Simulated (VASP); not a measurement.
# Pb (C2/m) in VASP: a series of runs

Runs on Pb. Level: PBE. Tasks: single point.

Program: VASP 6.6.1. These are calculated values, not measurements. Logs are shortened: lines on timing, memory, paths and dates and some standing lists are left out, and cuts for length are marked.

## 1. The cell of the first run

Symmetry: C2/m, No. 12, monoclinic system. Conventional cell: a = 6.309 Å, b = 3.287 Å, c = 6.220 Å, α = 90.00°, β = 110.27°, γ = 90.00°. Pb (site symmetry m) has 10 Pb at 3.19 to 3.56 Å within 4.2 Å.

## 2. Single point, PBE (strained and its atoms moved)

INCAR

```
SYSTEM = Pb
PREC     = Accurate       ! precision mode
ENCUT    = 520            ! plane-wave cutoff, eV
EDIFF    = 1E-6           ! SCF threshold, eV
ISMEAR   = 0              ! smearing method
SIGMA    = 0.1            ! smearing width, eV
LREAL    = .False.        ! projectors in reciprocal space
LASPH    = .True.         ! aspherical terms in the spheres
NELM     = 60             ! most SCF steps
ALGO     = Fast           ! electronic algorithm
ISIF     = 2              ! what is computed and relaxed
LWAVE    = .False.        ! write WAVECAR
LCHARG   = .True.         ! write CHGCAR
GGA      = PE             ! functional
LELF     = .True.         ! ELF
LVHAR    = .True.       
NBANDS   = 21             ! bands
```

KPOINTS

```
Automatic mesh
0
Gamma
  14 14 8
  0 0 0
```

POSCAR

```
Pb
1.0
    3.1546208216     -1.6436029520      0.0106351238
    3.1546208216      1.6436029520      0.0106351238
   -2.1748977140      0.0000000000      5.8277984553
Pb
2
Direct
    0.1076674012      0.1076674012      0.2729557127
    0.8923325988      0.8923325988      0.7270442873
```

Potentials or basis: VASP PAW PBE potentials, release 64 (Pb_d).

Launch:

```
> cat potpaw_PBE.64/Pb_d/POTCAR > POTCAR
> mpirun -np 1 vasp_std > vasp.out
```

OUTCAR:

```text
SYSTEM = Pb
   PREC = Accurate
   ENCUT = 520
   EDIFF = 1E-6
   ISMEAR = 0
   LREAL = .False.
   LASPH = .True.
   NELM = 60
   ISIF = 2
   GGA = PE

 ion  position               nearest neighbor table
   1  0.108  0.108  0.273-   2 3.19   2 3.22   2 3.22   2 3.53
   2  0.892  0.892  0.727-   1 3.19   1 3.22   1 3.22   1 3.53

  LATTYP: Found a base centered monoclinic cell.
 ALAT       =     6.3092774971
 B/A-ratio  =     0.5210114638
 C/A-ratio  =     0.9859136988
 COS(beta)  =    -0.3464788794

  Lattice vectors:

 A1 = (   3.1546208216,  -1.6436029520,   0.0106351238)
 A2 = (   3.1546208216,   1.6436029520,   0.0106351238)
 A3 = (  -2.1748977140,   0.0000000000,   5.8277984553)

Analysis of symmetry for initial positions (statically):
=====================================================================
 Subroutine PRICEL returns:
 Original cell was already a primitive cell.

 Routine SETGRP: Setting up the symmetry group for a
 base centered monoclinic supercell.

 Subroutine GETGRP returns: Found  4 space group operations
 (whereof  4 operations were pure point group operations)
 out of a pool of  4 trial point group operations.

The static configuration has the point symmetry C_2h.

Analysis of symmetry for dynamics (positions and initial velocities):
=====================================================================
 Subroutine PRICEL returns:
 Original cell was already a primitive cell.

 Routine SETGRP: Setting up the symmetry group for a
 base centered monoclinic supercell.

 Subroutine GETGRP returns: Found  4 space group operations
 (whereof  4 operations were pure point group operations)
 out of a pool of  4 trial point group operations.

The dynamic configuration has the point symmetry C_2h.

 Subroutine INISYM returns: Found  4 space group operations
 (whereof  4 operations are pure point group operations),
 and found     1 'primitive' translations

----------------------------------------------------------------------------------------

                                     Primitive cell

  volume of cell :      60.5097

  direct lattice vectors                    reciprocal lattice vectors
     3.154620822 -1.643602952  0.010635124     0.158298492 -0.304209724  0.059076001
     3.154620822  1.643602952  0.010635124     0.158298492  0.304209724  0.059076001
    -2.174897714  0.000000000  5.827798455    -0.000577756  0.000000000  0.171375768

  length of vectors
[... 80 lines left out ...]
   ENCUT  =  520.0 eV  38.22 Ry    6.18 a.u.   6.61  6.61 11.57*2*pi/ulx,y,z
   NELM   =     60;   NELMIN=  2; NELMDL= -5     # of ELM steps
   EDIFF  = 0.1E-05   stopping-criterion for ELM
   LREAL  =      F    real-space projection
   EDIFFG = 0.1E-04   stopping-criterion for IOM
   NSW    =      0    number of steps for IOM
   IBRION =     -1    ionic relax: 0-MD 1-quasi-New 2-CG
   NFREE  =      0    steps in history (QN), initial steepest desc. (CG)
   ISIF   =      2    stress and relaxation
   ISYM   =      2    0-nonsym 1-usesym 2-fastsym
   POTIM  = 0.5000    time-step for ionic-motion
   TEBEG  =    0.0;   TEEND  =   0.0 temperature during run
   PSTRESS=    0.0 pullay stress
   NELECT =      28.0000    total number of electrons
   NUPDOWN=      -1.0000    fix difference up-down
   EMIN   =  10.00;   EMAX   =-10.00  energy-range for DOS
   EFERMI =   0.00;   METHOD = LEGACY
   ISMEAR =     0;   SIGMA  =   0.10  broadening in eV -4-tet -1-fermi 0-gaus
   EFERMI_NEDOS =   21; number of points for ismear=-14 and -15
   IALGO  =     68    algorithm
   IMIX   =      4    mixing-type and parameters
     AMIX     =   0.40;   BMIX     =  1.00
     AMIX_MAG =   1.60;   BMIX_MAG =  1.00
  volume/ion in A,a.u.               =      30.25       204.17
  Fermi-wavevector in a.u.,A,eV,Ry     =   1.266250  2.392865 21.815416  1.603388
  Thomas-Fermi vector in A             =   2.399460
   LORBIT       =      0    0 simple, 1 ext, 2 COOP (PROOUT), +10 PAW based schemes
   GGA     = PE    functional components
   LHFCALC =     F    Hartree Fock is set to
   AEXX    =    0.0000 exact exchange contribution
   IVDW    =     0    specifies the selected vdW correction
   LEPSILON=     F    determine dielectric tensor
   LRPA    =     F    only Hartree local field effects (RPA)
 non-spin polarized calculation
 RMM-DIIS sequential band-by-band and
 Gauss-broadening in eV      SIGMA  =   0.10
  energy-cutoff  :      520.00
  volume of cell :       60.51
 maximum number of plane-waves:      1648
   NGX = 13   NGY = 13   NGZ = 23

 number of electron      28.0000000 magnetization

 Free energy of the ion-electron system (eV)
  ---------------------------------------------------
  ext. energy  EPLUGINS =         0.00000000
  ---------------------------------------------------
  free energy    TOTEN  =        -6.84487172 eV

  energy without entropy =       -6.83899499  energy(sigma->0) =       -6.84193335

 E-fermi :   7.3145     XC(G=0): -10.1430

 val. band max:        7.3077512008   @ k =  -0.2857   0.3571   0.2500
 cond. band min:       7.3197871413   @ k =   0.4286   0.4286   0.3750
 fundamental gap:      0.0120359405
 Fermi energy:         7.3144965646

 k-point     1 :       0.0000    0.0000    0.0000
  band No.  band energies     occupation
      1      -9.9829      2.00000
      2      -9.9295      2.00000
      3      -9.8995      2.00000
      4      -9.7743      2.00000
      5      -9.7463      2.00000
      6      -9.7236      2.00000
[... 565 lines left out ...]
     20      17.6207      0.00000
     21      17.9929      0.00000

 [... further k-points ...]

------------------------ aborting loop because EDIFF is reached ----------------------------------------

  FORCE on cell =-STRESS in cart. coord.  units (eV):
  Direction    XX          YY          ZZ          XY          YZ          ZX
  --------------------------------------------------------------------------------------
  -------------------------------------------------------------------------------------
  Total        0.4523303      2.3878308      2.6966256      0.0000000      0.0000000      0.3236544
  in kB       11.9768227     63.2250931     71.4013764      0.0000000      0.0000000      8.5697352
  external PRESSURE =      48.8677641 kB  Pullay stress =       0.0000000 kB

 VOLUME and BASIS-vectors are now :
 -----------------------------------------------------------------------------
  energy-cutoff  :      520.00
  volume of cell :       60.51
      direct lattice vectors                 reciprocal lattice vectors
     3.154620822 -1.643602952  0.010635124     0.158298492 -0.304209724  0.059076001
     3.154620822  1.643602952  0.010635124     0.158298492  0.304209724  0.059076001
    -2.174897714  0.000000000  5.827798455    -0.000577756  0.000000000  0.171375768

 POSITION                                       TOTAL-FORCE (eV/Angst)
 -----------------------------------------------------------------------------------
      0.08565      0.00000      1.59302        -0.128480      0.000000     -0.244684
      4.04870      0.00000      4.25605         0.128480      0.000000      0.244684
 -----------------------------------------------------------------------------------
    total drift:                                0.000000     -0.000000     -0.000000

  FREE ENERGIE OF THE ION-ELECTRON SYSTEM (eV)
  ---------------------------------------------------
  free  energy   TOTEN  =        -6.8448717181 eV

  energy  without entropy=       -6.8389949890  energy(sigma->0) =       -6.84193335
```

stdout:

```text
POSCAR found type information on POSCAR Pb
 POSCAR found :  1 types and       2 ions
 scaLAPACK will be used
 LDA part: xc-table for (Slater+PW92), standard interpolation
 POSCAR, INCAR and KPOINTS ok, starting setup
 FFT: planning ... GRIDC
 FFT: planning ... GRID_SOFT
 FFT: planning ... GRID
 WAVECAR not read
 entering main loop
WARNING in EDDRMM: call to ZHEGV failed, returncode =   8  4     21
WARNING in EDDRMM: call to ZHEGV failed, returncode =   8  4     20
```

Run time: 15 min. Hardware: 1 thread of Oxide Virtual Turin-like, shared host; peak memory 0.48 GiB.

Results:

| Item | Value |
| --- | --- |
| Free energy | -6.8449 eV |
| Pressure | 4.9 GPa |
| Largest force | 0.276 eV/Å |
| Band gap on the k mesh | zero (bands 14 and 15 overlap by 7.09 eV) |

Forces on the atoms (eV/Å):
```
Pb  -0.128  0.000 -0.245
Pb   0.128  0.000  0.245
```

Stress tensor (GPa, compression positive):
```
1.20 0.00 0.86
0.00 6.32 0.00
0.86 0.00 7.14
```

Caveat: the cell differs from its parent crystal (strained and its atoms moved); the stress differs along the axes, from 1 to 7 GPa; spin-orbit coupling is left out, which moves the levels of the heavy elements.

## 3. Single point, PBE (strained)

INCAR

```
PREC = Accurate
ENCUT = 520
EDIFF = 1E-6
ISMEAR = 0
SIGMA = 0.1
LREAL = False
LASPH = True
NELM = 100
ALGO = Fast
ISIF = 2
LWAVE = False
LCHARG = False
GGA = PE
NBANDS = 21
```

KPOINTS

```
Automatic mesh
0
Gamma
  14 14 8
```

POSCAR

```
Pb
1.0
    3.0069445305     -1.6579205693     -0.0691890771
    3.0069445305      1.6579205693     -0.0691890771
   -2.2322077870      0.0000000000      6.4993550839
Pb
2
Direct
    0.0890925421      0.0890925421      0.2770976388
    0.9109074579      0.9109074579      0.7229023612
```

Potentials or basis: VASP PAW PBE potentials, release 64 (Pb_d).

Launch:

```
> cat potpaw_PBE.64/Pb_d/POTCAR > POTCAR
> mpirun -np 1 vasp_std > vasp.out
```

OUTCAR:

```text
PREC = Accurate
   ENCUT = 520
   EDIFF = 1E-6
   ISMEAR = 0
   LREAL = False
   LASPH = True
   NELM = 100
   ISIF = 2
   GGA = PE

 ion  position               nearest neighbor table
   1  0.089  0.089  0.277-   2 3.43   2 3.43   2 3.58   2 3.58
   2  0.911  0.911  0.723-   1 3.43   1 3.43   1 3.58   1 3.58

  LATTYP: Found a base centered monoclinic cell.
 ALAT       =     6.0154808745
 B/A-ratio  =     0.5512179671
 C/A-ratio  =     1.1423856193
 COS(beta)  =    -0.3464968772

  Lattice vectors:

 A1 = (   3.0069445305,  -1.6579205693,  -0.0691890771)
 A2 = (   3.0069445305,   1.6579205693,  -0.0691890771)
 A3 = (  -2.2322077870,   0.0000000000,   6.4993550839)

Analysis of symmetry for initial positions (statically):
=====================================================================
 Subroutine PRICEL returns:
 Original cell was already a primitive cell.

 Routine SETGRP: Setting up the symmetry group for a
 base centered monoclinic supercell.

 Subroutine GETGRP returns: Found  4 space group operations
 (whereof  4 operations were pure point group operations)
 out of a pool of  4 trial point group operations.

[... 155 lines left out ...]

 Free energy of the ion-electron system (eV)
  ---------------------------------------------------
  ext. energy  EPLUGINS =         0.00000000
  ---------------------------------------------------
  free energy    TOTEN  =        -6.95421662 eV

  energy without entropy =       -6.94866353  energy(sigma->0) =       -6.95144007

 E-fermi :   6.6258     XC(G=0):  -9.8398

 val. band max:        6.6154129181   @ k =  -0.1429  -0.3571   0.3750
 cond. band min:       6.6294639814   @ k =  -0.2857   0.0000   0.1250
 fundamental gap:      0.0140510633
 Fermi energy:         6.6258452400

 k-point     1 :       0.0000    0.0000    0.0000
  band No.  band energies     occupation
      1     -10.5388      2.00000
      2     -10.5072      2.00000
      3     -10.4789      2.00000
      4     -10.4419      2.00000
      5     -10.3984      2.00000
      6     -10.3936      2.00000
[... 565 lines left out ...]
     20      16.4361      0.00000
     21      17.3848      0.00000

 [... further k-points ...]
[... 5 lines left out ...]
  --------------------------------------------------------------------------------------
  -------------------------------------------------------------------------------------
  Total        0.9498497      1.5735849     -0.2389894      0.0000000      0.0000000     -0.1674044
  in kB       23.6712849     39.2154411     -5.9558742      0.0000000      0.0000000     -4.1718991
  external PRESSURE =      18.9769506 kB  Pullay stress =       0.0000000 kB

 VOLUME and BASIS-vectors are now :
 -----------------------------------------------------------------------------
  energy-cutoff  :      520.00
  volume of cell :       64.29
      direct lattice vectors                 reciprocal lattice vectors
     3.006944531 -1.657920569 -0.069189077     0.167606296 -0.301582602  0.057564493
     3.006944531  1.657920569 -0.069189077     0.167606296  0.301582602  0.057564493
    -2.232207787  0.000000000  6.499355084     0.003568516  0.000000000  0.155087029

 POSITION                                       TOTAL-FORCE (eV/Angst)
 -----------------------------------------------------------------------------------
     -0.08275      0.00000      1.78863        -0.022745      0.000000     -0.118786
      3.86443      0.00000      4.57235         0.022745      0.000000      0.118786
 -----------------------------------------------------------------------------------
    total drift:                                0.000000      0.000000     -0.000000

  FREE ENERGIE OF THE ION-ELECTRON SYSTEM (eV)
  ---------------------------------------------------
  free  energy   TOTEN  =        -6.9542166222 eV

  energy  without entropy=       -6.9486635269  energy(sigma->0) =       -6.95144007
```

OSZICAR:

```text
N       E                     dE             d eps       ncg     rms          rms(c)
DAV:   1     0.293959568485E+03    0.29396E+03   -0.14206E+04 18031   0.160E+03
DAV:   2     0.145974975905E+02   -0.27936E+03   -0.27292E+03 18203   0.405E+02
DAV:   3    -0.628205884611E+01   -0.20880E+02   -0.20659E+02 21869   0.136E+02
DAV:   4    -0.694912369159E+01   -0.66706E+00   -0.66679E+00 21307   0.281E+01
DAV:   5    -0.698238555544E+01   -0.33262E-01   -0.33261E-01 24463   0.574E+00    0.814E-01
RMM:   6    -0.695881547028E+01    0.23570E-01   -0.33331E-02 20990   0.213E+00    0.435E-01
RMM:   7    -0.695359799279E+01    0.52175E-02   -0.24463E-02 19880   0.147E+00    0.145E-01
RMM:   8    -0.695399985887E+01   -0.40187E-03   -0.65709E-03 24248   0.104E+00    0.287E-02
RMM:   9    -0.695418495717E+01   -0.18510E-03   -0.21150E-03 28933   0.384E-01    0.194E-02
RMM:  10    -0.695421404341E+01   -0.29086E-04   -0.28555E-04 26667   0.163E-01    0.807E-03
RMM:  11    -0.695421776350E+01   -0.37201E-05   -0.64619E-05 28512   0.614E-02    0.492E-03
RMM:  12    -0.695421665452E+01    0.11090E-05   -0.74077E-06 22842   0.303E-02    0.798E-04
RMM:  13    -0.695421662224E+01    0.32284E-07   -0.27388E-06 14258   0.146E-02
   1 F= -.69542166E+01 E0= -.69514401E+01  d E =-.555310E-02
```

stdout:

```text
POSCAR found type information on POSCAR Pb
 POSCAR found :  1 types and       2 ions
 scaLAPACK will be used
 LDA part: xc-table for (Slater+PW92), standard interpolation
 POSCAR, INCAR and KPOINTS ok, starting setup
 FFT: planning ... GRIDC
 FFT: planning ... GRID_SOFT
 FFT: planning ... GRID
 WAVECAR not read
 entering main loop
WARNING in EDDRMM: call to ZHEGV failed, returncode =   8  4     21
```

Run time: 19 min. Hardware: 1 thread of Oxide Virtual Turin-like, shared host; peak memory 0.51 GiB.

What came out:

| Quantity | Value |
| --- | --- |
| Free energy | -6.9542 eV |
| Pressure | 1.9 GPa |
| Largest force | 0.121 eV/Å |
| Band gap on the k mesh | zero (bands 14 and 15 overlap by 6.32 eV) |

Forces on the atoms (eV/Å):
```
Pb  -0.023  0.000 -0.119
Pb   0.023  0.000  0.119
```

Caveat: the cell differs from its parent crystal (strained); spin-orbit coupling is left out, which moves the levels of the heavy elements.

(Part 1 of 2 ends here.)
